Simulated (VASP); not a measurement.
A run of VASP 6.6.1 is set up as follows.

POSCAR

```
TiO2
1.0
    4.8042153519      0.0000000000      0.0000000000
    0.0000000000      4.8042153519      0.0000000000
    0.0000000000      0.0000000000      3.1278684245
Ti O
2 4
Direct
    0.5000000000      0.5000000000      0.0000000000
    0.0000000000      0.0000000000      0.5000000000
    0.6890494417      0.6890494417      0.5000000000
    0.8109505583      0.1890494417      0.0000000000
    0.1890494417      0.8109505583      0.0000000000
    0.3109505583      0.3109505583      0.5000000000
```

The input INCAR.step1:

```
PREC     = Accurate       # precision mode
ENCUT    = 520            # plane-wave cutoff, eV
ISMEAR   = 0              # smearing method
SIGMA    = 0.02           # smearing width, eV
LREAL    = F              # projectors in reciprocal space
LASPH    = T              # aspherical terms in the spheres
NELM     = 150            # most SCF steps
LMAXMIX  = 4              # l up to which the mixer works
LDAU     = T              # DFT+U
LDAUTYPE = 2            
LDAUL    = 2 -1           # shell
LDAUU    = 4 0            # U, eV
LDAUJ    = 0 0          
NBANDS   = 33             # bands
GGA      = PE             # functional
ALGO     = Normal         # electronic algorithm
EDIFF    = 1E-4           # SCF threshold, eV
LWAVE    = T              # write WAVECAR
LCHARG   = F              # write CHGCAR
```

The input INCAR.step2:

```
PREC     = Accurate       # precision mode
ENCUT    = 520            # plane-wave cutoff, eV
EDIFF    = 1E-6           # SCF threshold, eV
ISMEAR   = 0              # smearing method
SIGMA    = 0.02           # smearing width, eV
LREAL    = F              # projectors in reciprocal space
LASPH    = T              # aspherical terms in the spheres
NELM     = 150            # most SCF steps
ALGO     = Normal         # electronic algorithm
ISIF     = 2              # what is computed and relaxed
LWAVE    = F              # write WAVECAR
LCHARG   = F              # write CHGCAR
LMAXMIX  = 4              # l up to which the mixer works
LDAU     = T              # DFT+U
LDAUTYPE = 2            
LDAUL    = 2 -1           # shell
LDAUU    = 4 0            # U, eV
LDAUJ    = 0 0          
LDAUPRINT= 1            
METAGGA  = R2SCAN         # meta-GGA
LMIXTAU  = T            
NBANDS   = 33             # bands
ISTART   = 1
```

The input KPOINTS:

```
regular mesh
0
Gamma
  6 6 8
```

Potentials or basis: VASP PAW PBE potentials, release 64 (Ti_sv, O).

Launch:

```console
$ cat potpaw_PBE.64/Ti_sv/POTCAR potpaw_PBE.64/O/POTCAR > POTCAR
$ cp INCAR.step1 INCAR
$ mpirun -np 1 vasp_std > vasp.out
$ cp INCAR.step2 INCAR
$ mpirun -np 1 vasp_std > vasp.out
```

Task: Predict the largest force.

Result: 0.182 eV/Å.

Task: Predict the band gap on the k mesh.

Result: 2.56 eV.

Task: Estimate the pressure.

Result: -20.1 GPa.

Eigenvalues of the final occupation matrices:
| site | spin | trace | eigenvalues |
| --- | --- | --- | --- |
| site 1 d | 1 | 0.69 | 0.06 0.08 0.08 0.21 0.25 |
| site 1 d | 2 | 0.69 | 0.06 0.08 0.08 0.21 0.25 |
| site 2 d | 1 | 0.69 | 0.06 0.08 0.08 0.21 0.25 |
| site 2 d | 2 | 0.69 | 0.06 0.08 0.08 0.21 0.25 |

Caveat: the cell differs from its parent crystal (equal strain along all axes, cell held: +4.5 %, then relaxed in part); the stress differs along the axes, from -25 to -18 GPa; the PAW data sets were made with another functional, which shifts forces and pressure a little. A k mesh can miss the band edges.
